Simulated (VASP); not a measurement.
Set up this calculation in VASP 6.6.1, as the native input.

```
Task                   : single point
Functional             : LDA
Potentials or basis    : VASP PAW LDA potentials, release 64 (Mn_pv, O)
Cutoff                 : 520 eV
k mesh                 : 11 × 11 × 6
Occupations            : fermi-dirac, width 0.05 eV
Spin                   : collinear spin, ferromagnetic start
Starting moments       : [4.0, 0.0, 0.0] μB
Dipole correction      : no
Further INCAR settings : ALGO = Normal; EDIFF = 1e-06; NBANDS = 24
```

The structure of MnO2 lies in POSCAR:

```
MnO2
1.0
    2.8941690462      0.0000000000      0.0000000000
   -1.4470845231      2.5064239170      0.0000000000
    0.0000000000      0.0000000000      4.6619253983
Mn O
1 2
Direct
    0.0000000000      0.0000000000      0.5000000000
    0.3333333333      0.6666666667      0.7062925700
    0.6666666667      0.3333333333      0.2937074300
```

These files were run (other wordings do the same):

INCAR

```
SYSTEM = MnO2
ALGO = Normal
EDIFF = 1E-6
ENCUT = 520
ISIF = 2
ISMEAR = -1
ISPIN = 2
LASPH = .TRUE.
LCHARG = .TRUE.
LELF = .TRUE.
LMAXMIX = 4
LORBIT = 11
LREAL = .FALSE.
LVHAR = .TRUE.
LWAVE = .FALSE.
MAGMOM = 4 0 0
NBANDS = 24
NELM = 150
PREC = Accurate
SIGMA = 0.05
```

KPOINTS

```
k-points
0
G
  11 11 6
  0 0 0
```

Potentials or basis: VASP PAW LDA potentials, release 64 (Mn_pv, O).

Launch:

```console
$ cat potpaw_LDA.64/Mn_pv/POTCAR potpaw_LDA.64/O/POTCAR > POTCAR
$ mpirun -np 1 vasp_std > vasp.out
```

It gave:

```json
{"Pressure": "-14.6 GPa", "Largest force": "0.978 eV/Å", "Band gap on the k mesh": "0.45 eV, indirect (least direct gap 0.50 eV)", "Net moment": "3.00 μB per cell", "Site moments": "Mn +2.82; O +0.04 μB", "Valence electrons inside the program's atomic spheres": "Mn 11.69; O 4.94"}
```

Caveat: a cell with one magnetic atom can't hold antiferromagnetic order, which such compounds often take.

It took 72 s on 1 thread of Intel(R) Xeon(R) 6975P-C (Granite Rapids) (shared host), peak memory 0.21 GiB.
